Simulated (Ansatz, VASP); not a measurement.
GdN in VASP and in Ansatz

```xyz
4
Lattice="3.4371 0.0000 0.0000 -1.7185 2.9766 0.0000 0.0000 0.0000 5.9651" Properties=species:S:1:pos:R:3 pbc="T T T"
Gd    0.0000    1.9844    1.4913
Gd    1.7185    0.9922    4.4738
N     0.0000    0.0000    0.0000
N     0.0000    0.0000    2.9825
```

Alike in both runs: task single point; functional PBE; k mesh 10 × 10 × 8; collinear spin.

|  | VASP | Ansatz |
| --- | --- | --- |
| version | VASP 6.6.1 | Ansatz 0.2.0 |
| potentials or method | VASP PAW PBE potentials, release 64 (Gd, N), cutoff 520 eV | scalar-relativistic, plane waves, PAW |
| occupations | tetrahedron | tetrahedron-uncorrected |
| valence electrons in the cell | 46 | 46 |

```tsv
	VASP	Ansatz	Ansatz less VASP
gap on the k mesh at the Fermi level (eV)	none	none	-
pressure (GPa)	0.1	0.0	-0.10
traceless stress, the component that is largest in VASP (GPa)	0.07	0.08	+0.011
net moment per atom (μB)	3.50	3.50	0.000
size of the moment on the site where the two differ most (μB)	6.79	6.85	+0.058
```

Site moments also hang on the region over which each program counts them. A gap of «none» marks a metal or a gap that the smearing closes. Ansatz's warnings: band table not solved further.

Spin-orbit coupling is off throughout.
